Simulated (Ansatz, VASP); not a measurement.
## One calculation of Ca, two programs

```xyz
1
Lattice="-2.0965 2.1017 2.4454 2.0965 -2.1017 2.4454 2.0965 2.1017 -2.4454" Properties=species:S:1:pos:R:3 pbc="T T T"
Ca    0.0000    0.0000    2.4454
```

Alike in both runs: task relaxation of cell and atoms; functional PBEsol; dispersion D3(BJ); k mesh 9 × 9 × 9; occupations fermi-dirac, width 0.05 eV; no spin polarisation.

```csv
,VASP,Ansatz
version,VASP 6.6.1,Ansatz 0.2.0
potentials or method,"VASP PAW PBE potentials, release 64 (Ca_sv)",Ansatz PAW
plane-wave cutoff (eV),600,420
valence electrons in the cell,10,10
```

```tsv
	VASP	Ansatz	Ansatz less VASP
gap on the k mesh at the Fermi level, each at its own relaxed structure (eV)	none	none	-
relaxed volume (Å³/atom)	38.29	38.22	-0.072
relaxed length of the cell vector where the two differ most in proportion (Å)	3.782	3.780	-0.0024
```

VASP's potentials were made for PBE, not for PBEsol. A gap of «none» marks a metal or a gap that the smearing closes.

Noted on Ansatz's run: the plane-wave basis is chosen anew once the cell has moved, so the energies of steps on either side of that aren't comparable.
